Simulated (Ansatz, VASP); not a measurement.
Two plane-wave programs on LiAg3Cl3

File INCAR:

```
PREC = Accurate ; ENCUT = 520
EDIFF = 1E-6 ; ISMEAR = 0
SIGMA = 0.1 ; LREAL = F
LASPH = T ; NELM = 60
ALGO = Normal ; ISIF = 2
LWAVE = F ; LCHARG = F
GGA = PE ; NBANDS = 38
```

The input KPOINTS:

```
Automatic mesh
0
Gamma
  4 6 4
```

Contents of POSCAR:

```
LiAg3Cl3
1.0
    6.9152432000      0.0000000000      0.0000000000
    0.0000000000      3.3824821000      0.0000000000
   -3.3698670000      0.0000000000      6.1620175000
Li Ag Cl
1 3 3
Direct
    0.5499130000      0.5000000000      0.2219120000
    0.9885280000      0.5000000000      0.1104000000
    0.6156490000      0.5000000000      0.7030930000
    0.9862710000      0.0000000000      0.7718380000
    0.3180160000      0.5000000000      0.8440600000
    0.8402400000      0.0000000000      0.3245890000
    0.3680840000      0.0000000000      0.3575090000
```

Input for Ansatz:

```yaml
crystal:
  lattice:
    - [6.9152432, 0.0, 0.0]
    - [0.0, 3.3824821, 0.0]
    - [-3.369867, 0.0, 6.1620175]
  atoms:
    - { symbol: Li, position: [0.549913, 0.5, 0.221912] }
    - { symbol: Ag, position: [0.988528, 0.5, 0.1104] }
    - { symbol: Ag, position: [0.615649, 0.5, 0.703093] }
    - { symbol: Ag, position: [0.986271, 0.0, 0.771838] }
    - { symbol: Cl, position: [0.318016, 0.5, 0.84406] }
    - { symbol: Cl, position: [0.84024, 0.0, 0.324589] }
    - { symbol: Cl, position: [0.368084, 0.0, 0.357509] }
basis:
  ecutwfc: 420
kpoints:
  mp_grid: { grid: [4, 6, 4] }
hamiltonian:
  xc: pbe
scf:
  occupations: { method: gaussian, width: 0.1 }
  lower_state_search: "off"
output:
  forces: true
  stress: true
  eigenvalues: true
```

Alike in both runs: task single point; functional PBE; k mesh 4 × 6 × 4; occupations gaussian, width 0.1 eV; no spin polarisation.

|  | VASP | Ansatz |
| --- | --- | --- |
| version | VASP 6.6.1 | Ansatz 0.2.0 |
| potentials or method | VASP PAW PBE potentials, release 64 (Li_sv, Ag, Cl), cutoff 520 eV | scalar-relativistic, plane waves, PAW |
| valence electrons in the cell | 57 | 81 |

```tsv
	VASP	Ansatz	Ansatz less VASP
gap on the k mesh at the Fermi level (eV)	none	none	-
rms of the force components (eV/Å)	0.012	0.010	-0.0015
```

Atom by atom the forces differ by 0.003 eV/Å (rms over components). A gap of «none» marks a metal or a gap that the smearing closes. VASP's potentials hold 57 valence electrons a cell and Ansatz's 81, so a difference there can come from the potentials and not from the codes.

Noted on VASP's run: the cutoff is short for stress, so the pressure is rough.
